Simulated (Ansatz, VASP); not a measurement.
Al2Te2O: VASP beside Ansatz

```
CELL_PARAMETERS angstrom
5.55634 0.00000 0.00000
-2.77817 4.81193 0.00000
0.00000 0.00000 6.12113
ATOMIC_POSITIONS crystal
Al 0.00000 0.00000 0.72456
Al 0.00000 0.00000 0.27544
Te 0.33333 0.66667 0.00000
Te 0.66667 0.33333 0.00000
O 0.00000 0.00000 0.00000
```

Alike in both runs: functional PBE; k mesh 6 × 6 × 4; occupations gaussian, width 0.1 eV; no spin polarisation.

Ansatz relaxed the structure, and its values are those at the end. VASP's run is a single point on that final structure, the one shown.

|  | VASP | Ansatz |
| --- | --- | --- |
| version | VASP 6.6.1 | Ansatz 0.2.0 |
| potentials or method | VASP PAW PBE potentials, release 64 (Al, Te, O), cutoff 520 eV | scalar-relativistic, plane waves, PAW |
| valence electrons in the cell | 24 | 44 |

VASP gave:

```
gap on the k mesh at the Fermi level (eV) : none
pressure (GPa)                            : 0.0
rms of the force components (eV/Å)        : 0.016
```

Task: What did Ansatz give for the same quantities?

Result: gap on the k mesh at the Fermi level (eV): none; pressure (GPa): 0.0; rms of the force components (eV/Å): 0.001.

A gap of «none» marks a metal or a gap that the smearing closes. The functional is the same, so the differences come from potentials, cutoffs and numerics. VASP's potentials hold 24 valence electrons a cell and Ansatz's 44, so a difference there can come from the potentials and not from the codes.

Neither program's run includes spin-orbit coupling.
